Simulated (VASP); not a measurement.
# Ti5Si (R32) in VASP: a series of runs

Runs on Ti5Si. Level: PBEsol. Tasks: single point.

All numbers are computed with VASP 6.6.1; they aren't measurements. Logs are shortened: lines on timing, memory, paths and dates and some standing lists are left out, and cuts for length are marked.

**1. The cell of the first run**

It takes space group R32 (No. 155, trigonal). Conventional cell: a = 5.046 Å, b = 5.046 Å, c = 13.323 Å, α = 90.00°, β = 90.00°, γ = 120.00°. Within 3.7 Å of Ti (site symmetry 3) lie 12 Ti at 2.83 to 3.66 Å and 3 Si at 2.92 Å. Ti (site symmetry 2) has 10 Ti at 2.69 to 3.45 Å and 2 Si at 2.71 Å within 3.5 Å. Within 3.6 Å of Si (site symmetry 32) lie 12 Ti at 2.71 to 2.92 Å.

**2. Single point, PBEsol**

Contents of INCAR:

```
SYSTEM = Ti5Si
PREC = Accurate
ENCUT = 520
EDIFF = 1E-6
ISMEAR = 0
SIGMA = 0.1
LREAL = .FALSE.
LASPH = .TRUE.
NELM = 80
ALGO = Fast
ISIF = 2
LWAVE = .FALSE.
LCHARG = .FALSE.
GGA = PS
NBANDS = 41
```

Contents of KPOINTS:

```
Automatic mesh
0
G
  6 6 6
  0 0 0
```

Contents of POSCAR:

```
Ti5Si
1.0
    2.5228393509      1.4565619783      4.4409048145
   -2.5228393509      1.4565619783      4.4409048145
    0.0000000000     -2.9131239567      4.4409048145
Ti Si
5 1
Direct
    0.1514396700      0.1514396700      0.1514396700
    0.6053500000      0.3946500000      0.0000000000
    0.0000000000      0.6053500000      0.3946500000
    0.8485603300      0.8485603300      0.8485603300
    0.3946500000      0.0000000000      0.6053500000
    0.5000000000      0.5000000000      0.5000000000
```

Potentials or basis: VASP PAW PBE potentials, release 64 (Ti_sv, Si).

The run is started by

```sh
cat potpaw_PBE.64/Ti_sv/POTCAR potpaw_PBE.64/Si/POTCAR > POTCAR
mpirun -np 1 vasp_std > vasp.out
```

OUTCAR:

```text
SYSTEM = Ti5Si
   PREC = Accurate
   ENCUT = 520
   EDIFF = 1E-6
   ISMEAR = 0
   LREAL = .FALSE.
   LASPH = .TRUE.
   NELM = 80
   ISIF = 2
   GGA = PS

 ion  position               nearest neighbor table
   1  0.151  0.151  0.151-   3 2.83   5 2.83   2 2.83   2 2.88   5 2.88   3 2.88   6 2.92   6 2.92
                             6 2.92
   2  0.605  0.395  0.000-   5 2.69   3 2.69   5 2.69   3 2.69   6 2.71   6 2.71   4 2.83   1 2.83
                             4 2.88   1 2.88
   3  0.000  0.605  0.395-   2 2.69   2 2.69   5 2.69   5 2.69   6 2.71   6 2.71   1 2.83   4 2.83
                             4 2.88   1 2.88
   4  0.849  0.849  0.849-   5 2.83   3 2.83   2 2.83   2 2.88   3 2.88   5 2.88   6 2.92   6 2.92
                             6 2.92
   5  0.395  0.000  0.605-   2 2.69   2 2.69   3 2.69   3 2.69   6 2.71   6 2.71   4 2.83   1 2.83
                             1 2.88   4 2.88
   6  0.500  0.500  0.500-   3 2.71   5 2.71   2 2.71   2 2.71   5 2.71   3 2.71   1 2.92   4 2.92
                             4 2.92   1 2.92   1 2.92   4 2.92

  LATTYP: Found a trigonal (rhomboedric) cell.
 ALAT       =     5.3111135140
 COS(alpha) =     0.5487283809

  Lattice vectors:

 A1 = (   2.5228393509,   1.4565619783,   4.4409048145)
 A2 = (  -2.5228393509,   1.4565619783,   4.4409048145)
 A3 = (   0.0000000000,  -2.9131239567,   4.4409048145)

Analysis of symmetry for initial positions (statically):
=====================================================================
 Subroutine PRICEL returns:
 Original cell was already a primitive cell.

 Routine SETGRP: Setting up the symmetry group for a
 trigonal (rhombohedral) supercell.

 Subroutine GETGRP returns: Found  6 space group operations
 (whereof  6 operations were pure point group operations)
 out of a pool of 12 trial point group operations.

The static configuration has the point symmetry D_3 .

Analysis of symmetry for dynamics (positions and initial velocities):
=====================================================================
 Subroutine PRICEL returns:
 Original cell was already a primitive cell.

 Routine SETGRP: Setting up the symmetry group for a
 trigonal (rhombohedral) supercell.

 Subroutine GETGRP returns: Found  6 space group operations
 (whereof  6 operations were pure point group operations)
 out of a pool of 12 trial point group operations.

The dynamic configuration has the point symmetry D_3 .

 Subroutine INISYM returns: Found  6 space group operations
 (whereof  6 operations are pure point group operations),
 and found     1 'primitive' translations

----------------------------------------------------------------------------------------

                                     Primitive cell

  volume of cell :      97.9132

  direct lattice vectors                    reciprocal lattice vectors
     2.522839351  1.456561978  4.440904814     0.198189393  0.114424699  0.075059779
    -2.522839351  1.456561978  4.440904814    -0.198189393  0.114424699  0.075059779
     0.000000000 -2.913123957  4.440904814     0.000000000 -0.228849399  0.075059779

  length of vectors
     5.311113514  5.311113514  5.311113514     0.240844385  0.240844385  0.240844385

  position of ions in fractional coordinates (direct lattice)
     0.151439670  0.151439670  0.151439670
     0.605350000  0.394650000  0.000000000
     1.000000000  0.605350000  0.394650000
     0.848560330  0.848560330  0.848560330
     0.394650000  1.000000000  0.605350000
     0.500000000  0.500000000  0.500000000

  ion indices of the primitive-cell ions
   primitive index   ion index
                 1           1
                 2           2
                 3           3
                 4           4
                 5           5
                 6           6

----------------------------------------------------------------------------------------

 KPOINTS: Automatic mesh

Automatic generation of k-mesh.
 Grid dimensions read from file:
 generate k-points for:    6    6    6

 Generating k-lattice:

  Cartesian coordinates                     Fractional coordinates (reciprocal lattice)
     0.033031566  0.019070783  0.012509963     0.166666667 -0.000000000 -0.000000000
    -0.033031566  0.019070783  0.012509963    -0.000000000  0.166666667 -0.000000000
     0.000000000 -0.038141566  0.012509963     0.000000000  0.000000000  0.166666667

  Length of vectors
     0.040140731  0.040140731  0.040140731

  Shift w.r.t. Gamma in fractional coordinates (k-lattice)
     0.000000000  0.000000000  0.000000000

 Subroutine IBZKPT returns following result:
 ===========================================

 Found     32 irreducible k-points:

 Following reciprocal coordinates:
            Coordinates               Weight
  0.000000  0.000000  0.000000      1.000000
  0.166667  0.000000  0.000000      6.000000
  0.333333  0.000000  0.000000      6.000000
  0.500000  0.000000  0.000000      3.000000
  0.166667  0.166667  0.000000      6.000000
  0.333333  0.166667  0.000000     12.000000
[... 16 lines left out ...]
  0.500000  0.500000  0.166667      6.000000
 -0.333333  0.500000  0.166667     12.000000
 [... further k-points ...]
   k-points           NKPTS =     32   k-points in BZ     NKDIM =     32   number of bands    NBANDS=     41
   number of dos      NEDOS =    301   number of ions     NIONS =      6
   total plane-waves  NPLWV =  64000
   dimension x,y,z NGX =    40 NGY =   40 NGZ =   40
   dimension x,y,z NGXF=    80 NGYF=   80 NGZF=   80
   ions per type =               5   1
   NGX,Y,Z   is equivalent  to a cutoff of  12.52, 12.52, 12.52 a.u.
   NGXF,Y,Z  is equivalent  to a cutoff of  25.04, 25.04, 25.04 a.u.
 SYSTEM =  Ti5Si
   PREC   = accura    normal or accurate (medium, high low for compatibility)
   ISTART =      0    job   : 0-new  1-cont  2-samecut
   ICHARG =      2    charge: 1-file 2-atom 10-const
   ISPIN  =      1    spin polarized calculation?
   LNONCOLLINEAR =      F non collinear calculations
   LSORBIT =      F    spin-orbit coupling
   LASPH  =      T    aspherical Exc in radial PAW
   ENCUT  =  520.0 eV  38.22 Ry    6.18 a.u.   9.88  9.88  9.88*2*pi/ulx,y,z
   NELM   =     80;   NELMIN=  2; NELMDL= -5     # of ELM steps
   EDIFF  = 0.1E-05   stopping-criterion for ELM
   LREAL  =      F    real-space projection
   EDIFFG = 0.1E-04   stopping-criterion for IOM
   NSW    =      0    number of steps for IOM
   IBRION =     -1    ionic relax: 0-MD 1-quasi-New 2-CG
   NFREE  =      0    steps in history (QN), initial steepest desc. (CG)
   ISIF   =      2    stress and relaxation
   ISYM   =      2    0-nonsym 1-usesym 2-fastsym
   POTIM  = 0.5000    time-step for ionic-motion
   TEBEG  =    0.0;   TEEND  =   0.0 temperature during run
   PSTRESS=    0.0 pullay stress
   NELECT =      64.0000    total number of electrons
   NUPDOWN=      -1.0000    fix difference up-down
   EMIN   =  10.00;   EMAX   =-10.00  energy-range for DOS
   EFERMI =   0.00;   METHOD = LEGACY
   ISMEAR =     0;   SIGMA  =   0.10  broadening in eV -4-tet -1-fermi 0-gaus
   EFERMI_NEDOS =   21; number of points for ismear=-14 and -15
   IALGO  =     68    algorithm
   IMIX   =      4    mixing-type and parameters
     AMIX     =   0.40;   BMIX     =  1.00
     AMIX_MAG =   1.60;   BMIX_MAG =  1.00
  volume/ion in A,a.u.               =      16.32       110.13
  Fermi-wavevector in a.u.,A,eV,Ry     =   1.420761  2.684849 27.464205  2.018562
  Thomas-Fermi vector in A             =   2.541642
   LORBIT       =      0    0 simple, 1 ext, 2 COOP (PROOUT), +10 PAW based schemes
   GGA     = PS    functional components
   LHFCALC =     F    Hartree Fock is set to
   AEXX    =    0.0000 exact exchange contribution
   IVDW    =     0    specifies the selected vdW correction
   LEPSILON=     F    determine dielectric tensor
   LRPA    =     F    only Hartree local field effects (RPA)
 non-spin polarized calculation
 RMM-DIIS sequential band-by-band and
 Gauss-broadening in eV      SIGMA  =   0.10
  energy-cutoff  :      520.00
  volume of cell :       97.91
 maximum number of plane-waves:      2662
   NGX = 19   NGY = 19   NGZ = 19

 number of electron      63.9999999 magnetization

 Free energy of the ion-electron system (eV)
  ---------------------------------------------------
  ext. energy  EPLUGINS =         0.00000000
  ---------------------------------------------------
  free energy    TOTEN  =       -49.38539959 eV

  energy without entropy =      -49.35781055  energy(sigma->0) =      -49.37160507

 E-fermi :   8.6549     XC(G=0): -11.7270

 val. band max:        8.6447285966   @ k =   0.5000   0.1667   0.0000
 cond. band min:       8.6556938049   @ k =  -0.3333   0.3333   0.1667
 fundamental gap:      0.0109652084
 Fermi energy:         8.6549383182

 k-point     1 :       0.0000    0.0000    0.0000
  band No.  band energies     occupation
      1     -47.8792      2.00000
      2     -47.8038      2.00000
      3     -47.6678      2.00000
      4     -47.5332      2.00000
      5     -47.5332      2.00000
      6     -24.4694      2.00000
[... 33 lines left out ...]
     40      10.4163      0.00000
     41      10.4476      0.00000

 k-point     2 :       0.1667    0.0000    0.0000
  band No.  band energies     occupation
      1     -47.8731      2.00000
      2     -47.8073      2.00000
      3     -47.6618      2.00000
      4     -47.5421      2.00000
      5     -47.5333      2.00000
      6     -24.4618      2.00000
[... 33 lines left out ...]
     40      10.3990      0.00000
     41      10.9462      0.00000

 k-point     3 :       0.3333    0.0000    0.0000
  band No.  band energies     occupation
      1     -47.8585      2.00000
      2     -47.8165      2.00000
      3     -47.6457      2.00000
      4     -47.5642      2.00000
      5     -47.5334      2.00000
      6     -24.4660      2.00000
[... 875 lines left out ...]
      2     -47.8174      2.00000
      3     -47.6535      2.00000
      4     -47.5659      2.00000
      5     -47.5333      2.00000
      6     -24.4293      2.00000
[... 33 lines left out ...]
     40      10.4277      0.00000
     41      10.8177      0.00000

 k-point    24 :      -0.3333    0.5000    0.1667
  band No.  band energies     occupation
      1     -47.8414      2.00000
      2     -47.8254      2.00000
      3     -47.6348      2.00000
      4     -47.5841      2.00000
      5     -47.5333      2.00000
      6     -24.4117      2.00000
[... 33 lines left out ...]
     40      10.4860      0.00000
     41      10.7552      0.00000

 [... further k-points ...]

------------------------ aborting loop because EDIFF is reached ----------------------------------------

  FORCE on cell =-STRESS in cart. coord.  units (eV):
  Direction    XX          YY          ZZ          XY          YZ          ZX
  --------------------------------------------------------------------------------------
  -------------------------------------------------------------------------------------
  Total       -2.7141638     -2.7141638     -2.7607670      0.0000000      0.0000000      0.0000000
  in kB      -44.4125132    -44.4125132    -45.1750924      0.0000000      0.0000000      0.0000000
  external PRESSURE =     -44.6667063 kB  Pullay stress =       0.0000000 kB

 VOLUME and BASIS-vectors are now :
 -----------------------------------------------------------------------------
  energy-cutoff  :      520.00
  volume of cell :       97.91
      direct lattice vectors                 reciprocal lattice vectors
     2.522839351  1.456561978  4.440904814     0.198189393  0.114424699  0.075059779
    -2.522839351  1.456561978  4.440904814    -0.198189393  0.114424699  0.075059779
     0.000000000 -2.913123957  4.440904814     0.000000000 -0.228849399  0.075059779

 POSITION                                       TOTAL-FORCE (eV/Angst)
 -----------------------------------------------------------------------------------
      0.00000     -0.00000      2.01759        -0.000000     -0.000000      0.043861
      0.53156      1.45656      4.44090        -0.069492     -0.000000     -0.000000
     -1.52720     -0.26793      4.44090         0.034746     -0.060182      0.000000
      0.00000     -0.00000     11.30513        -0.000000      0.000000     -0.043861
      0.99564     -1.18863      4.44090         0.034746      0.060182      0.000000
      0.00000     -0.00000      6.66136        -0.000000      0.000000      0.000000
 -----------------------------------------------------------------------------------
    total drift:                                0.000000     -0.000000      0.000000

  FREE ENERGIE OF THE ION-ELECTRON SYSTEM (eV)
  ---------------------------------------------------
  free  energy   TOTEN  =       -49.3853995858 eV

  energy  without entropy=      -49.3578105452  energy(sigma->0) =      -49.37160507
```

It took 18 min on 1 thread of Intel Xeon Platinum 8259CL at 2.50GHz (Skylake/Cascade Lake), shared host; peak memory 0.29 GiB.

Results:

| Item | Value |
| --- | --- |
| Free energy | -49.3854 eV |
| Pressure | -4.5 GPa |
| Largest force | 0.069 eV/Å |
| Band gap on the k mesh | zero (band 32 reaches 9.02 eV, above the bottom of band 33 at 8.53 eV) |

Forces in eV/Å, atoms in the order of the input:
```
Ti   0.000  0.000  0.044
Ti  -0.069  0.000  0.000
Ti   0.035 -0.060  0.000
Ti   0.000  0.000 -0.044
Ti   0.035  0.060  0.000
Si   0.000  0.000  0.000
```

Stress tensor (GPa, compression positive):
```
-4.44  0.00  0.00
 0.00 -4.44  0.00
 0.00  0.00 -4.52
```

Levels at points of the mesh, in eV from the Fermi level:
```
           k point  band 28  band 29  band 30  band 31  band 32  band 33  band 34  band 35  band 36  band 37
(0.00, 0.00, 0.00)    -1.08    -0.90    -0.90    -0.71    -0.11    -0.05    -0.05     1.06     1.06     1.39
(0.50, 0.00, 0.00)    -1.55    -1.09    -0.74    -0.52     0.36     0.55     0.57     0.72     0.74     1.09
(0.50, 0.50, 0.00)    -1.46    -1.30    -0.56    -0.37    -0.11    -0.06     0.64     0.71     0.98     1.42
(0.50, 0.50, 0.50)    -1.44    -0.82    -0.58    -0.58    -0.15     0.25     0.25     0.87     1.27     1.28
```

Caveat: the PAW data sets were made with another functional, which shifts forces and pressure a little.

**3. Single point, PBEsol**

This run uses another cell than the first one, of 15.74 Å³/atom, 0.965 times its volume.

Contents of INCAR:

```
SYSTEM = Ti5Si
PREC = Accurate
ENCUT = 520
EDIFF = 1E-6
ISMEAR = 0
SIGMA = 0.15
LREAL = .False.
LASPH = .True.
NELM = 100
ALGO = Fast
ISIF = 2
LWAVE = .False.
LCHARG = .False.
GGA = PS
NBANDS = 41
```

Contents of KPOINTS:

```
regular mesh
0
Gamma
  12 12 12
  0 0 0
```

Contents of POSCAR:

```
Ti5Si
1.0
    2.4897678653      1.4374681472      4.3990762221
   -2.4897678653      1.4374681472      4.3990762221
    0.0000000000     -2.8749362945      4.3990762220
Ti Si
5 1
Direct
    0.1512178644      0.1512178644      0.1512178644
    0.6046246916      0.3953753084      0.0000000000
    0.0000000000      0.6046246916      0.3953753084
    0.8487821356      0.8487821356      0.8487821356
    0.3953753084      0.0000000000      0.6046246916
    0.5000000000      0.5000000000      0.5000000000
```

Potentials or basis: VASP PAW PBE potentials, release 64 (Ti_sv, Si).

The run is started by

```sh
cat potpaw_PBE.64/Ti_sv/POTCAR potpaw_PBE.64/Si/POTCAR > POTCAR
mpirun -np 1 vasp_std > vasp.out
```

Run time: 53 min. Hardware: 1 thread of Oxide Virtual Turin-like, shared host; peak memory 0.61 GiB.

The run converged. Its results:

- Free energy: -49.4541 eV
- Pressure: 0.0 GPa
- Largest force: 0.014 eV/Å
- Band gap on the k mesh: zero (band 32 reaches 9.42 eV, above the bottom of band 33 at 8.81 eV)

Forces in eV/Å, atoms in the order of the input:
```
Ti   0.000  0.000 -0.014
Ti   0.000  0.000  0.000
Ti   0.000  0.000  0.000
Ti   0.000  0.000  0.014
Ti   0.000  0.000  0.000
Si   0.000  0.000  0.000
```

Levels at points of the mesh, in eV from the Fermi level:
```tsv
k point	band 28	band 29	band 30	band 31	band 32	band 33	band 34	band 35	band 36	band 37
(0.00, 0.00, 0.00)	-1.12	-0.91	-0.91	-0.76	-0.07	-0.06	-0.06	1.09	1.09	1.49
(0.50, 0.00, 0.00)	-1.59	-1.14	-0.77	-0.53	0.38	0.56	0.60	0.76	0.77	1.13
(0.50, 0.50, 0.00)	-1.47	-1.37	-0.59	-0.36	-0.11	-0.07	0.65	0.75	1.03	1.47
(0.50, 0.50, 0.50)	-1.51	-0.72	-0.57	-0.57	-0.19	0.26	0.26	0.92	1.34	1.34
```

Caveat: the PAW data sets were made with another functional, which shifts forces and pressure a little.
